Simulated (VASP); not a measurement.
Input of a VASP 6.6.1 run:

Contents of INCAR:

```
ALGO = Normal ; EDIFF = 1E-6
ENCUT = 520 ; GGA = PE
ISIF = 2 ; ISMEAR = 0
LASPH = True ; LCHARG = False
LREAL = False ; LWAVE = False
NBANDS = 16 ; NELM = 80
PREC = Accurate ; SIGMA = 0.05
```

KPOINTS

```
k-points
0
Gamma
  10 10 10
```

File POSCAR:

```
InP
1.0
    0.0000000000      2.9800342081      3.1588362606
    2.9800342081      0.0000000000      3.1588362606
    2.9800342081      2.9800342081      0.0000000000
In P
1 1
Direct
    0.0000000000      0.0000000000      0.0000000000
    0.7500000000      0.7500000000      0.7500000000
```

Potentials or basis: VASP PAW PBE potentials, release 64 (In_d, P).

Run with:

```console
$ cat potpaw_PBE.64/In_d/POTCAR potpaw_PBE.64/P/POTCAR > POTCAR
$ mpirun -np 1 vasp_std > vasp.out
```

Predict the pressure.

-3.1 GPa.

Stress tensor (GPa, compression positive):
```
-2.21  0.00  0.00
 0.00 -2.21  0.00
 0.00  0.00 -4.88
```

Caveat: the cell differs from its parent crystal (strain +0.0600 x Voigt [0, 0, 1, 0, 0, 0]).
